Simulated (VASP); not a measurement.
A run of VASP 6.6.1:

INCAR

```
SYSTEM = BAsI6
  PREC = Accurate
  ENCUT = 520
  EDIFF = 1E-6
  ISMEAR = -1
  SIGMA = 0.03
  LREAL = .FALSE.
  LASPH = .TRUE.
  NELM = 100
  ALGO = Normal
  ISIF = 2
  LWAVE = .FALSE.
  LCHARG = .TRUE.
  GGA = PS
  LELF = .TRUE.
  LVHAR = .TRUE.
  NBANDS = 35
```

File KPOINTS:

```
Automatic mesh
0
G
  4 4 4
  0 0 0
```

The input POSCAR:

```
BAsI6
1.0
    0.0000000000      5.3681512843      5.3681512843
    5.3681512843      0.0000000000      5.3681512843
    5.3681512843      5.3681512843      0.0000000000
B As I
1 1 6
Direct
    0.5000000000      0.5000000000      0.5000000000
    0.0000000000      0.0000000000      0.0000000000
    0.7374514568      0.2625485432      0.2625485432
    0.2625485432      0.7374514568      0.7374514568
    0.2625485432      0.7374514568      0.2625485432
    0.7374514568      0.2625485432      0.7374514568
    0.2625485432      0.2625485432      0.7374514568
    0.7374514568      0.7374514568      0.2625485432
```

Potentials or basis: VASP PAW PBE potentials, release 64 (B, As, I).

Launch:

```sh
$ cat potpaw_PBE.64/B/POTCAR potpaw_PBE.64/As/POTCAR potpaw_PBE.64/I/POTCAR > POTCAR
$ mpirun -np 1 vasp_std > vasp.out
```

Hardware: 1 thread of Intel(R) Xeon(R) Platinum 8488C (Sapphire Rapids) (shared host).

**Question.** Estimate the wall time of this run.

**Answer.** Wall time 110 s on 1 thread of Intel(R) Xeon(R) Platinum 8488C (Sapphire Rapids), on a shared host, peak memory 0.47 GiB. Counts: scf iterations 13, k points 8.
